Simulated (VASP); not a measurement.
# Yb2SbO2: single point with r2SCAN

Yb2SbO2:

```
Sb O Yb
1.0
     0.00000    3.80859    0.00000
     3.80859    0.00000    0.00000
     1.90430    1.90430   -6.50128
Sb O Yb
1 2 2
Direct
  0.00000 0.00000 0.00000
  0.25000 0.75000 0.50000
  0.75000 0.25000 0.50000
  0.34400 0.34400 0.31200
  0.65600 0.65600 0.68800
```

- Program: VASP 6.6.1
- Task: single point
- Functional: r2SCAN
- Potentials or basis: VASP PAW PBE potentials, release 64 (Sb, O, Yb)
- Cutoff: 520 eV
- k mesh: 6 × 6 × 6
- Occupations: methfessel-paxton, width 0.2868 eV
- Spin: no spin polarisation

```yaml
Pressure: -3.9 GPa
Largest_force: 2.502 eV/Å
Band_gap_on_the_k_mesh: zero (an odd number of electrons rules out a gap without spin polarisation)
```

Forces in eV/Å, atoms in the order of the input:
```
Sb   0.000  0.000  0.000
O    0.000  0.000  0.000
O    0.000  0.000  0.000
Yb   0.000  0.000 -2.502
Yb   0.000  0.000  2.502
```

Stress tensor (GPa, compression positive):
```
-3.93  0.00  0.00
 0.00 -3.93  0.00
 0.00  0.00 -3.81
```

Levels at points of the mesh, in eV from the Fermi level:
```
           k point  band 28  band 29  band 30  band 31  band 32  band 33  band 34  band 35  band 36  band 37
(0.00, 0.00, 0.00)    -0.34    -0.32    -0.06    -0.06     0.25     1.19     1.19     3.57     5.16     5.25
(0.50, 0.00, 0.00)    -0.32    -0.31    -0.31    -0.26    -0.16    -0.15     1.82     4.46     5.42     5.70
(0.50, 0.50, 0.00)    -0.31    -0.30    -0.26    -0.25     0.09     0.09     0.20     2.09     4.09     4.17
(0.00, 0.00, 0.50)    -0.34    -0.29    -0.18    -0.03    -0.03     1.06     1.06     3.52     4.07     6.44
```

Run time: 25 min on 1 thread of AMD EPYC 7R43 64-Core Processor (Zen 3) (shared host), peak memory 0.26 GiB.

Caveat: the cell stands under tension; the PAW data sets were made with another functional, which shifts forces and pressure a little; spin-orbit coupling is left out, which moves the levels of the heavy elements; an odd number of electrons without spin polarisation forces a metal; a magnetic or distorted state may lie lower. Spin polarisation is off, so any magnetic state and its effect on volume and gap are missing.
